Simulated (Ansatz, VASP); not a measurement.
## Li in VASP and in Ansatz

The input INCAR:

```
PREC = Accurate
ENCUT = 600
EDIFF = 1E-6
ISMEAR = 0
SIGMA = 0.1
LREAL = False
LASPH = True
NELM = 80
ALGO = Fast
ISIF = 3
LWAVE = False
LCHARG = False
GGA = PE
IBRION = 2
NSW = 100
EDIFFG = -0.015
```

KPOINTS

```
regular mesh
0
Gamma
  4 4 4
```

Contents of POSCAR:

```
Li
1.0
    5.5457576420      0.0513962155     -0.0613029249
    0.0513962155      5.4243770707     -0.0210889895
   -0.0613029249     -0.0210889895      5.2708791892
Li
8
Direct
    0.5072298986      0.4961953323      0.5051260517
   -0.0013720860      0.0126500429     -0.0074584250
    0.2599097644      0.0125210497      0.4868033818
    0.4949652716      0.2449912786      0.0137129738
    0.5113583145      0.7340193953      0.0075023466
    0.7396065329     -0.0019035858      0.4922264732
   -0.0087035523      0.5024957642      0.7504521723
   -0.0029941437      0.4990307229      0.2516350257
```

Input for Ansatz:

```yaml
crystal:
  lattice:
    - [5.545757642, 0.0513962155, -0.0613029249]
    - [0.0513962155, 5.4243770707, -0.0210889895]
    - [-0.0613029249, -0.0210889895, 5.2708791892]
  atoms:
    - { symbol: Li, position: [0.5072298986, 0.4961953323, 0.5051260517] }
    - { symbol: Li, position: [-0.001372086, 0.0126500429, -0.007458425] }
    - { symbol: Li, position: [0.2599097644, 0.0125210497, 0.4868033818] }
    - { symbol: Li, position: [0.4949652716, 0.2449912786, 0.0137129738] }
    - { symbol: Li, position: [0.5113583145, 0.7340193953, 0.0075023466] }
    - { symbol: Li, position: [0.7396065329, -0.0019035858, 0.4922264732] }
    - { symbol: Li, position: [-0.0087035523, 0.5024957642, 0.7504521723] }
    - { symbol: Li, position: [-0.0029941437, 0.4990307229, 0.2516350257] }
basis:
  ecutwfc: 420
kpoints:
  mp_grid: { grid: [4, 4, 4] }
hamiltonian:
  xc: pbe
scf:
  occupations: { method: gaussian, width: 0.1 }
output:
  forces: true
  stress: true
  eigenvalues: true
relax:
  adjacent_minimum: "off"
  f_tol: 0.015
  max_steps: 120
  cell: { stress_tol: 0.15 }
```

Change from the starting cell: beta-tungsten (A15) type (Pm-3n, No. 223); cell x1, atoms moved at random (sigma 0.05 Å) and cell strained at random (1.5 %), then relaxed without symmetry.

Alike in both runs: task relaxation of cell and atoms; functional PBE; k mesh 4 × 4 × 4; occupations gaussian, width 0.1 eV; no spin polarisation.

|  | VASP | Ansatz |
| --- | --- | --- |
| version | VASP 6.6.1 | Ansatz 0.2.0 |
| potentials or method | VASP PAW PBE potentials, release 64 (Li_sv), cutoff 600 eV | scalar-relativistic, plane waves, PAW |
| valence electrons in the cell | 24 | 24 |

Ansatz gave:

- gap on the k mesh at the Fermi level, each at its own relaxed structure (eV): none
- relaxed volume (Å³/atom): 20.34
- relaxed cell length with the largest relative difference (Å): 5.456

What did VASP give for the same quantities?

gap on the k mesh at the Fermi level, each at its own relaxed structure (eV): none; relaxed volume (Å³/atom): 20.21; relaxed cell length with the largest relative difference (Å): 5.440.

A gap of «none» marks a metal or a gap that the smearing closes.

Noted on VASP's run: the cutoff is short for stress, so the pressure is rough.
